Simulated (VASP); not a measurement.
# TiO2 (I4_1/amd) in VASP: single point with PBE+U

Aim: the single point of TiO2 with PBE+U.

All numbers are computed with VASP 6.6.1; they aren't measurements. Logs are shortened: lines on timing, memory, paths and dates and some standing lists are left out, and cuts for length are marked.

### 1 The cell of the first run

Symmetry: I4_1/amd, No. 141, tetragonal system. Conventional cell: a = 3.785 Å, b = 3.785 Å, c = 9.514 Å, α = 90.00°, β = 90.00°, γ = 90.00°. Ti (site symmetry -4m2) has 6 O at 1.94 to 1.97 Å within 2.6 Å. O (site symmetry 2mm) has 3 Ti at 1.94 to 1.97 Å and 2 O at 2.45 Å within 2.6 Å.

### 2 Single point, PBE+U, collinear spin

Contents of INCAR:

```
SYSTEM = TiO2
  PREC = Accurate
  ENCUT = 910
  EDIFF = 1E-6
  ISMEAR = -1
  SIGMA = 0.05
  LREAL = .FALSE.
  LASPH = .TRUE.
  NELM = 200
  ALGO = Normal
  ISIF = 2
  LWAVE = .FALSE.
  LCHARG = .FALSE.
  ISPIN = 2
  MAGMOM = 1 1 0 0 0 0
  LORBIT = 11
  LMAXMIX = 4
  LDAU = .TRUE.
  LDAUTYPE = 2
  LDAUL = 2 -1
  LDAUU = 5.6 0
  LDAUJ = 0 0
  LDAUPRINT = 1
  GGA = PE
  ISYM = 0
  NBANDS = 37
  GGA_COMPAT = .FALSE.
```

Contents of KPOINTS:

```
regular mesh
0
G
  5 5 7
  0 0 0
```

Contents of POSCAR:

```
TiO2
1.0
   -1.8925000000      1.8925000000      4.7570000000
    1.8925000000     -1.8925000000      4.7570000000
    1.8925000000      1.8925000000     -4.7570000000
Ti O
2 4
Direct
    0.0000000000      0.0000000000      0.0000000000
    0.7500000000      0.2500000000      0.5000000000
    0.2066000000      0.2066000000      0.0000000000
    0.9566000000      0.4566000000      0.5000000000
    0.5434000000      0.0434000000      0.5000000000
    0.7934000000      0.7934000000      0.0000000000
```

Potentials or basis: VASP PAW PBE potentials, release 64 (Ti_sv, O_h).

Command:

```sh
> cat potpaw_PBE.64/Ti_sv/POTCAR potpaw_PBE.64/O_h/POTCAR > POTCAR
> mpirun -np 1 vasp_std > vasp.out
```

OUTCAR:

```text
SYSTEM = TiO2
   PREC = Accurate
   ENCUT = 910
   EDIFF = 1E-6
   ISMEAR = -1
   LREAL = .FALSE.
   LASPH = .TRUE.
   NELM = 200
   ISIF = 2
   ISPIN = 2
   LORBIT = 11
   GGA = PE
   ISYM = 0

 ion  position               nearest neighbor table
   1  0.000  0.000  0.000-   5 1.94   4 1.94   5 1.94   4 1.94   3 1.97   6 1.97
   2  0.750  0.250  0.500-   6 1.94   3 1.94   6 1.94   3 1.94   4 1.97   5 1.97
   3  0.207  0.207  0.000-   2 1.94   2 1.94   1 1.97
   4  0.957  0.457  0.500-   1 1.94   1 1.94   2 1.97
   5  0.543  0.043  0.500-   1 1.94   1 1.94   2 1.97
   6  0.793  0.793  0.000-   2 1.94   2 1.94   1 1.97

IMPORTANT INFORMATION: All symmetrisations will be switched off!
NOSYMM: (Re-)initialisation of all symmetry stuff for point group C_1.

----------------------------------------------------------------------------------------

                                     Primitive cell

  volume of cell :      68.1499

  direct lattice vectors                    reciprocal lattice vectors
    -1.892500000  1.892500000  4.757000000     0.000000000  0.264200793  0.105108262
     1.892500000 -1.892500000  4.757000000     0.264200793  0.000000000  0.105108262
     1.892500000  1.892500000 -4.757000000     0.264200793  0.264200793  0.000000000

  length of vectors
     5.458219627  5.458219627  5.458219627     0.284341002  0.284341002  0.373636344

  position of ions in fractional coordinates (direct lattice)
     0.000000000  0.000000000  0.000000000
     0.750000000  0.250000000  0.500000000
     0.206600000  0.206600000  0.000000000
     0.956600000  0.456600000  0.500000000
     0.543400000  0.043400000  0.500000000
     0.793400000  0.793400000  0.000000000

  ion indices of the primitive-cell ions
   primitive index   ion index
                 1           1
                 2           2
                 3           3
                 4           4
                 5           5
                 6           6

----------------------------------------------------------------------------------------

 KPOINTS: regular mesh

Automatic generation of k-mesh.
 Grid dimensions read from file:
 generate k-points for:    5    5    7

 Generating k-lattice:

  Cartesian coordinates                     Fractional coordinates (reciprocal lattice)
     0.000000000  0.052840159  0.021021652     0.200000000  0.000000000 -0.000000000
     0.052840159  0.000000000  0.021021652     0.000000000  0.200000000 -0.000000000
     0.037742970  0.037742970  0.000000000     0.000000000  0.000000000  0.142857143

  Length of vectors
     0.056868200  0.056868200  0.053376621

  Shift w.r.t. Gamma in fractional coordinates (k-lattice)
     0.000000000  0.000000000  0.000000000

 -----------------------------------------------------------------------------
|                                                                             |
|           W    W    AA    RRRRR   N    N  II  N    N   GGGG   !!!           |
|           W    W   A  A   R    R  NN   N  II  NN   N  G    G  !!!           |
|           W    W  A    A  R    R  N N  N  II  N N  N  G       !!!           |
|           W WW W  AAAAAA  RRRRR   N  N N  II  N  N N  G  GGG   !            |
|           WW  WW  A    A  R   R   N   NN  II  N   NN  G    G                |
|           W    W  A    A  R    R  N    N  II  N    N   GGGG   !!!           |
|                                                                             |
|     Your reciprocal lattice and k-lattice belong to different lattice       |
|     classes:                                                                |
|                                                                             |
|        The reciprocal lattice is body-centered tetragonal,                  |
|        whereas your k-lattice is base-centered monoclinic.                  |
|                                                                             |
|     Results are often still useful ...                                      |
|                                                                             |
 -----------------------------------------------------------------------------

 WARNING: IBZKPT: internal override: KBLOWUP is changed to .FALSE.
      ... skipping the blow-up phase ...

 Subroutine IBZKPT returns following result:
 ===========================================

[... 87 lines left out ...]
   NGX = 27   NGY = 27   NGZ = 27

 number of electron      47.9999998 magnetization      -0.0000093

atom =   1  type =  1  l = 2

 onsite density matrix

spin component  1

  0.0961  0.0000  0.0000  0.0000 -0.0000
  0.0000  0.0962  0.0000 -0.0000 -0.0000
  0.0000  0.0000  0.2549  0.0000 -0.0000
  0.0000 -0.0000  0.0000  0.0962  0.0000
 -0.0000 -0.0000 -0.0000  0.0000  0.2483

spin component  2

  0.0961  0.0000  0.0000  0.0000 -0.0000
  0.0000  0.0962  0.0000 -0.0000 -0.0000
  0.0000  0.0000  0.2549  0.0000 -0.0000
  0.0000 -0.0000  0.0000  0.0962  0.0000
 -0.0000 -0.0000 -0.0000  0.0000  0.2483

 occupancies and eigenvectors

  o =  0.0961  v =  1.0000 -0.0008 -0.0000 -0.0007  0.0000  0.0000  0.0000  0.0000  0.0000  0.0000      0.0000  0.0000  0.0000  0.0000  0.0000  0.0000  0.0000  0.0000  0.0000  0.0000
  o =  0.0961  v =  0.0000  0.0000  0.0000  0.0000  0.0000  1.0000 -0.0004 -0.0000 -0.0010  0.0000      0.0000  0.0000  0.0000  0.0000  0.0000  0.0000  0.0000  0.0000  0.0000  0.0000
  o =  0.0962  v = -0.0010 -0.9542  0.0000 -0.2990 -0.0000  0.0000  0.0000  0.0000  0.0000  0.0000      0.0000  0.0000  0.0000  0.0000  0.0000  0.0000  0.0000  0.0000  0.0000  0.0000
  o =  0.0962  v = -0.0004  0.2990  0.0000 -0.9542  0.0000  0.0000  0.0000  0.0000  0.0000  0.0000      0.0000  0.0000  0.0000  0.0000  0.0000  0.0000  0.0000  0.0000  0.0000  0.0000
  o =  0.0962  v =  0.0000  0.0000  0.0000  0.0000  0.0000 -0.0007 -0.9568  0.0000 -0.2908 -0.0000      0.0000  0.0000  0.0000  0.0000  0.0000  0.0000  0.0000  0.0000  0.0000  0.0000
  o =  0.0962  v =  0.0000  0.0000  0.0000  0.0000  0.0000  0.0008 -0.2908 -0.0000  0.9568 -0.0000      0.0000  0.0000  0.0000  0.0000  0.0000  0.0000  0.0000  0.0000  0.0000  0.0000
  o =  0.2483  v = -0.0000 -0.0000  0.0000  0.0000  1.0000  0.0000  0.0000  0.0000  0.0000  0.0000      0.0000  0.0000  0.0000  0.0000  0.0000  0.0000  0.0000  0.0000  0.0000  0.0000
  o =  0.2483  v =  0.0000  0.0000  0.0000  0.0000  0.0000 -0.0000 -0.0000  0.0000  0.0000  1.0000      0.0000  0.0000  0.0000  0.0000  0.0000  0.0000  0.0000  0.0000  0.0000  0.0000
  o =  0.2549  v =  0.0000  0.0000  1.0000  0.0000 -0.0000  0.0000  0.0000  0.0000  0.0000  0.0000      0.0000  0.0000  0.0000  0.0000  0.0000  0.0000  0.0000  0.0000  0.0000  0.0000
  o =  0.2549  v =  0.0000  0.0000  0.0000  0.0000  0.0000  0.0000  0.0000  1.0000  0.0000 -0.0000      0.0000  0.0000  0.0000  0.0000  0.0000  0.0000  0.0000  0.0000  0.0000  0.0000

atom =   2  type =  1  l = 2

 onsite density matrix

spin component  1

  0.0961  0.0000  0.0000  0.0000 -0.0000
  0.0000  0.0962  0.0000 -0.0000 -0.0000
  0.0000  0.0000  0.2549  0.0000  0.0000
  0.0000 -0.0000  0.0000  0.0962  0.0000
 -0.0000 -0.0000  0.0000  0.0000  0.2483

spin component  2

  0.0961  0.0000  0.0000  0.0000 -0.0000
  0.0000  0.0962  0.0000 -0.0000 -0.0000
  0.0000  0.0000  0.2549  0.0000  0.0000
  0.0000 -0.0000  0.0000  0.0962  0.0000
 -0.0000 -0.0000  0.0000  0.0000  0.2483

 occupancies and eigenvectors

  o =  0.0961  v =  1.0000 -0.0006 -0.0000 -0.0008  0.0000  0.0000  0.0000  0.0000  0.0000  0.0000      0.0000  0.0000  0.0000  0.0000  0.0000  0.0000  0.0000  0.0000  0.0000  0.0000
  o =  0.0961  v =  0.0000  0.0000  0.0000  0.0000  0.0000  1.0000 -0.0011 -0.0000 -0.0011  0.0000      0.0000  0.0000  0.0000  0.0000  0.0000  0.0000  0.0000  0.0000  0.0000  0.0000
  o =  0.0962  v = -0.0010 -0.3806  0.0000 -0.9247  0.0000  0.0000  0.0000  0.0000  0.0000  0.0000      0.0000  0.0000  0.0000  0.0000  0.0000  0.0000  0.0000  0.0000  0.0000  0.0000
  o =  0.0962  v =  0.0003  0.9247 -0.0000 -0.3806  0.0000  0.0000  0.0000  0.0000  0.0000  0.0000      0.0000  0.0000  0.0000  0.0000  0.0000  0.0000  0.0000  0.0000  0.0000  0.0000
  o =  0.0962  v =  0.0000  0.0000  0.0000  0.0000  0.0000 -0.0014 -0.3035  0.0000 -0.9528 -0.0000      0.0000  0.0000  0.0000  0.0000  0.0000  0.0000  0.0000  0.0000  0.0000  0.0000
  o =  0.0962  v =  0.0000  0.0000  0.0000  0.0000  0.0000  0.0007  0.9528 -0.0000 -0.3035  0.0000      0.0000  0.0000  0.0000  0.0000  0.0000  0.0000  0.0000  0.0000  0.0000  0.0000
  o =  0.2483  v =  0.0000  0.0000  0.0000 -0.0000 -1.0000  0.0000  0.0000  0.0000  0.0000  0.0000      0.0000  0.0000  0.0000  0.0000  0.0000  0.0000  0.0000  0.0000  0.0000  0.0000
  o =  0.2483  v =  0.0000  0.0000  0.0000  0.0000  0.0000  0.0000  0.0000  0.0000 -0.0000 -1.0000      0.0000  0.0000  0.0000  0.0000  0.0000  0.0000  0.0000  0.0000  0.0000  0.0000
  o =  0.2549  v = -0.0000 -0.0000 -1.0000 -0.0000 -0.0000  0.0000  0.0000  0.0000  0.0000  0.0000      0.0000  0.0000  0.0000  0.0000  0.0000  0.0000  0.0000  0.0000  0.0000  0.0000
  o =  0.2549  v =  0.0000  0.0000  0.0000  0.0000  0.0000 -0.0000 -0.0000 -1.0000 -0.0000 -0.0000      0.0000  0.0000  0.0000  0.0000  0.0000  0.0000  0.0000  0.0000  0.0000  0.0000

 number of electron      47.9999998 magnetization       0.0000009

 Free energy of the ion-electron system (eV)
  ---------------------------------------------------
  ext. energy  EPLUGINS =         0.00000000
  ---------------------------------------------------
  free energy    TOTEN  =       -46.30165778 eV

  energy without entropy =      -46.30165778  energy(sigma->0) =      -46.30165778

 E-fermi :   5.1909     XC(G=0): -10.7528

 val. band max:        4.1570501418   @ k =   0.0000   0.0000   0.4286
 cond. band min:       7.1580678892   @ k =   0.0000   0.0000   0.0000
 fundamental gap:      3.0010177474
 Fermi energy:         5.1908854153

 spin component 1

 k-point     1 :       0.0000    0.0000    0.0000
  band No.  band energies     occupation
      1     -53.5616      1.00000
      2     -53.5044      1.00000
      3     -29.9500      1.00000
      4     -29.7227      1.00000
      5     -29.7227      1.00000
      6     -29.6550      1.00000
[... 1865 lines left out ...]
     35      14.8091      0.00000
     36      15.4516      0.00000

 [... further k-points ...]

 [bands above 36 left out]

------------------------ aborting loop because EDIFF is reached ----------------------------------------

  FORCE on cell =-STRESS in cart. coord.  units (eV):
  Direction    XX          YY          ZZ          XY          YZ          ZX
  --------------------------------------------------------------------------------------
  -------------------------------------------------------------------------------------
  Total        6.8534330      6.8534231      7.7758899      0.0000564     -0.0000289     -0.0000397
  in kB      161.1216260    161.1213938    182.8082391      0.0013248     -0.0006787     -0.0009331
  external PRESSURE =     168.3504196 kB  Pullay stress =       0.0000000 kB

 VOLUME and BASIS-vectors are now :
 -----------------------------------------------------------------------------
  energy-cutoff  :      910.00
  volume of cell :       68.15
      direct lattice vectors                 reciprocal lattice vectors
    -1.892500000  1.892500000  4.757000000     0.000000000  0.264200793  0.105108262
     1.892500000 -1.892500000  4.757000000     0.264200793  0.000000000  0.105108262
     1.892500000  1.892500000 -4.757000000     0.264200793  0.264200793  0.000000000

 POSITION                                       TOTAL-FORCE (eV/Angst)
 -----------------------------------------------------------------------------------
      0.00000      0.00000      0.00000         0.000014     -0.000008     -0.000025
      0.00000      1.89250      2.37850        -0.000015      0.000011     -0.000011
      0.00000      0.00000      1.96559         0.000008     -0.000003      0.537855
      0.00000      1.89250      4.34409        -0.000001      0.000004      0.537819
      0.00000      1.89250      0.41291        -0.000006      0.000004     -0.537823
      0.00000      0.00000      7.54841        -0.000000     -0.000008     -0.537814
 -----------------------------------------------------------------------------------
    total drift:                               -0.000003      0.000009      0.000062

  FREE ENERGIE OF THE ION-ELECTRON SYSTEM (eV)
  ---------------------------------------------------
  free  energy   TOTEN  =       -46.3016577848 eV

  energy  without entropy=      -46.3016577847  energy(sigma->0) =      -46.30165778

 total charge

# of ion       s       p       d       tot
------------------------------------------
    1        2.242   6.330   1.555  10.128
    2        2.242   6.330   1.555  10.128
    3        1.041   2.375   0.000   3.416
    4        1.041   2.375   0.000   3.416
    5        1.041   2.375   0.000   3.416
    6        1.041   2.375   0.000   3.416
--------------------------------------------------
tot          8.648  22.162   3.110  33.921

 magnetization (x)

# of ion       s       p       d       tot
------------------------------------------
    1       -0.000  -0.000  -0.000  -0.000
    2       -0.000  -0.000  -0.000  -0.000
    3        0.000   0.000   0.000   0.000
    4        0.000   0.000   0.000   0.000
    5        0.000   0.000   0.000   0.000
    6        0.000   0.000   0.000   0.000
--------------------------------------------------
tot          0.000   0.000  -0.000  -0.000
```

It took 19 min on 1 thread of AMD EPYC 9R45 (Zen 5), shared host; peak memory 0.94 GiB.

What came out:

```
Free energy                                           : -46.3017 eV
Pressure                                              : 16.8 GPa
Largest force                                         : 0.538 eV/Å
Band gap on the k mesh                                : 3.00 eV (least direct gap 3.45 eV)
Net moment                                            : 0.00 μB per cell
Valence electrons inside the program's atomic spheres : Ti 10.13; O 3.42
```

Forces on the atoms (eV/Å):
```
Ti   0.000  0.000  0.000
Ti   0.000  0.000  0.000
O    0.000  0.000  0.538
O    0.000  0.000  0.538
O    0.000  0.000 -0.538
O    0.000  0.000 -0.538
```

Stress tensor (GPa, compression positive):
```
16.11  0.00  0.00
 0.00 16.11  0.00
 0.00  0.00 18.28
```

Levels at points of the mesh, in eV from the valence-band top:
Spin up:
```
           k point  band 21  band 22  band 23  band 24  band 25  band 26  band 27  band 28
(0.00, 0.00, 0.00)    -0.70    -0.70    -0.45    -0.45     3.00     3.81     4.77     4.77
```
Spin down:
| k point | band 22 | band 23 | band 24 | band 25 | band 26 | band 27 |
| --- | --- | --- | --- | --- | --- | --- |
| (0.00, 0.00, 0.00) | -0.70 | -0.45 | -0.45 | 3.00 | 3.81 | 4.77 |

Eigenvalues of the final occupation matrices:
```csv
site,spin,trace,eigenvalues
site 1 d,1,0.79,0.10 0.10 0.10 0.25 0.25
site 1 d,2,0.79,0.10 0.10 0.10 0.25 0.25
site 2 d,1,0.79,0.10 0.10 0.10 0.25 0.25
site 2 d,2,0.79,0.10 0.10 0.10 0.25 0.25
```

Caveat: the cutoff is under 1.25 times the usual one of these potentials, so pressure, stress and relaxed cells hold a basis-set (Pulay) error; the cell stands under pressure.
